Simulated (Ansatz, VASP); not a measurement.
Given: the input of a run of Ansatz 0.2.0 on Sn.

The input input.yaml:

```yaml
crystal:
  lattice:
    - [-2.0155702798, 2.0155702798, 1.6496136136]
    - [2.0155702798, -2.0155702798, 1.6496136136]
    - [2.0155702798, 2.0155702798, -1.6496136136]
  atoms:
    - { symbol: Sn, position: [0.0, 0.0, 0.0] }
hamiltonian:
  xc: r2scan
  pseudopotentials: { kind: paw }
kpoints:
  mp_grid: { grid: [10, 10, 10] }
scf:
  occupations: { method: fermi_dirac, width: 0.05 }
output:
  forces: true
  stress: true
  eigenvalues: true
```

Potentials or basis: Ansatz PAW.

Launch:

```console
$ ansatz run input.yaml --threads 2 --pin off --max-ram 5632MiB --backend cpu --events-out ev --progress --plain --runs-dir out
```

Task: Translate it to VASP 6.6.1. Potentials there: VASP PAW PBE potentials, release 64 (Sn_d).

Result: As run (the cutoff follows the program's own potentials):

Contents of POSCAR:

```
Sn
1.0
   -2.0155702798      2.0155702798      1.6496136136
    2.0155702798     -2.0155702798      1.6496136136
    2.0155702798      2.0155702798     -1.6496136136
Sn
1
Direct
    0.0000000000      0.0000000000      0.0000000000
```

The input INCAR.step1:

```
ALGO = Normal
EDIFF = 1E-4
ENCUT = 520
GGA = PE
ISMEAR = -1
LASPH = T
LCHARG = F
LREAL = F
LWAVE = T
NBANDS = 13
NELM = 100
PREC = Accurate
SIGMA = 0.05
```

INCAR.step2

```
ALGO = Normal
EDIFF = 1E-7
ENCUT = 520
ISIF = 2
ISMEAR = -1
ISTART = 1
LASPH = T
LCHARG = T
LELF = T
LMIXTAU = T
LREAL = F
LVHAR = T
LWAVE = F
METAGGA = R2SCAN
NBANDS = 13
NELM = 100
PREC = Accurate
SIGMA = 0.05
```

Contents of KPOINTS:

```
k-points
0
Gamma
  10 10 10
```

Potentials or basis: VASP PAW PBE potentials, release 64 (Sn_d).

Command:

```console
$ cat potpaw_PBE.64/Sn_d/POTCAR > POTCAR
$ cp INCAR.step1 INCAR
$ mpirun -np 1 vasp_std > vasp.out
$ cp INCAR.step2 INCAR
$ mpirun -np 1 vasp_std > vasp.out
```

Both were run:

|  | VASP | Ansatz | Ansatz less VASP |
| --- | --- | --- | --- |
| gap on the k mesh at the Fermi level (eV) | none | none | - |
| pressure (GPa) | 0.5 | 0.5 | 0.00 |
| traceless stress, the component that is largest in VASP (GPa) | 0.66 | 0.65 | -0.014 |

VASP's potentials were made for PBE, not for r2SCAN. A gap of «none» marks a metal or a gap that the smearing closes.
